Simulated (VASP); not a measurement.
Here is a VASP 6.6.1 calculation.

Contents of INCAR:

```
SYSTEM = Ta
ALGO     = Normal         ! electronic algorithm
EDIFF    = 1E-7           ! SCF threshold, eV
ENCUT    = 520            ! plane-wave cutoff, eV
GGA      = PE             ! functional
ISIF     = 2              ! what is computed and relaxed
ISMEAR   = -1             ! smearing method
LASPH    = .True.         ! aspherical terms in the spheres
LCHARG   = .False.        ! write CHGCAR
LREAL    = .False.        ! projectors in reciprocal space
LWAVE    = .False.        ! write WAVECAR
NBANDS   = 12             ! bands
NELM     = 60             ! most SCF steps
PREC     = Accurate       ! precision mode
SIGMA    = 0.08           ! smearing width, eV
```

The input KPOINTS:

```
k-points
0
Gamma
  17 17 17
  0 0 0
```

Contents of POSCAR:

```
Ta
1.0
   -1.6512800000      1.6512800000      1.6512800000
    1.6512800000     -1.6512800000      1.6512800000
    1.6512800000      1.6512800000     -1.6512800000
Ta
1
Direct
    0.0000000000      0.0000000000      0.0000000000
```

Potentials or basis: VASP PAW PBE potentials, release 64 (Ta_pv).

Launch:

```console
$ cat potpaw_PBE.64/Ta_pv/POTCAR > POTCAR
$ mpirun -np 1 vasp_std > vasp.out
```

(1) Predict the band gap on the k mesh.

(2) Predict the pressure.

Answers

(1) zero (an odd number of electrons rules out a gap without spin polarisation).

(2) 3.2 GPa.

Caveat: the cell stands under pressure; spin-orbit coupling is left out, which moves the levels of the heavy elements.
